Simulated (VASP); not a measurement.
Runs of VASP 6.6.1 on BaTe. The structure is that of space group Fm-3m (No. 225), or close to it. The cells are those of the table. 

| level | cell | gap on the mesh (eV) | pressure (GPa) |
| --- | --- | --- | --- |
| r2SCAN | a = 4.961 Å, angles 60.0°, 2 atoms | (c) | 1.0 |
| r2SCAN | a = 4.822 Å, angles 60.0°, 2 atoms | 1.68 | 4.5 |
| r2SCAN | a = 4.927 Å, angles 60.0°, 2 atoms | 1.84 | 1.7 |
| r2SCAN | a = 4.994 Å, angles 60.0°, 2 atoms | (b) | (a) |
| PBE+D3(BJ) | a = 4.961 Å, angles 60.0°, 2 atoms | 1.53 | -0.3 |
| PBEsol | a = 4.974 Å, angles 60.0°, 2 atoms | 1.46 | -0.8 |
| r2SCAN | a = 5.060 Å, angles 60.0°, 2 atoms | 2.01 | -0.8 |
| r2SCAN | a = 5.028 Å, angles 60.0°, 2 atoms | 1.97 | -0.3 |
| PBE+D3(BJ) | a = 4.993 Å, angles 60.0°, 2 atoms | 1.57 | -0.8 |

Alike in all rows: task single point; potentials or basis VASP PAW PBE potentials, release 64 (Ba_sv, Te); no spin polarisation; k mesh 6 × 6 × 6; cutoff (eV) 520; smearing gaussian 0.05 eV.

Q: Estimate the missing entries.

A: (a) 0.3; (b) 1.93; (c) 1.89.

Caveats: spin-orbit coupling is left out, which moves the levels of the heavy elements; the PAW data sets were made with another functional, which shifts forces and pressure a little (some runs).

A k mesh can miss the band edges, and the runs leave out spin-orbit coupling on Ba, Te.
